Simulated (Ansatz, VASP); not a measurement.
## GaSb2 in VASP and in Ansatz

```
CELL_PARAMETERS angstrom
4.21329 0.00000 0.00000
-2.10664 3.64881 0.00000
0.00000 0.00000 5.14020
ATOMIC_POSITIONS crystal
Ga 0.00000 0.00000 0.50000
Sb 0.33333 0.66667 0.18359
Sb 0.66667 0.33333 0.81641
```

Change from the starting cell: species swapped into the CrTe2 type (P-3m1, No. 164).

Alike in both runs: functional PBE; k mesh 12 × 12 × 10; occupations gaussian, width 0.1 eV; no spin polarisation.

Ansatz relaxed the structure, and its values are those at the end. VASP's run is a single point on that final structure, the one shown.

```csv
,VASP,Ansatz
version,VASP 6.6.1,Ansatz 0.2.0
potentials or method,"VASP PAW PBE potentials, release 64 (Ga_d, Sb), cutoff 520 eV","scalar-relativistic, plane waves, PAW"
valence electrons in the cell,23,43
```

|  | VASP | Ansatz | Ansatz less VASP |
| --- | --- | --- | --- |
| gap on the k mesh at the Fermi level (eV) | none | none | - |
| pressure (GPa) | 0.0 | 0.0 | -0.01 |

A gap of «none» marks a metal or a gap that the smearing closes. VASP's potentials hold 23 valence electrons a cell and Ansatz's 43, so a difference there can come from the potentials and not from the codes.

Spin-orbit coupling is off throughout.
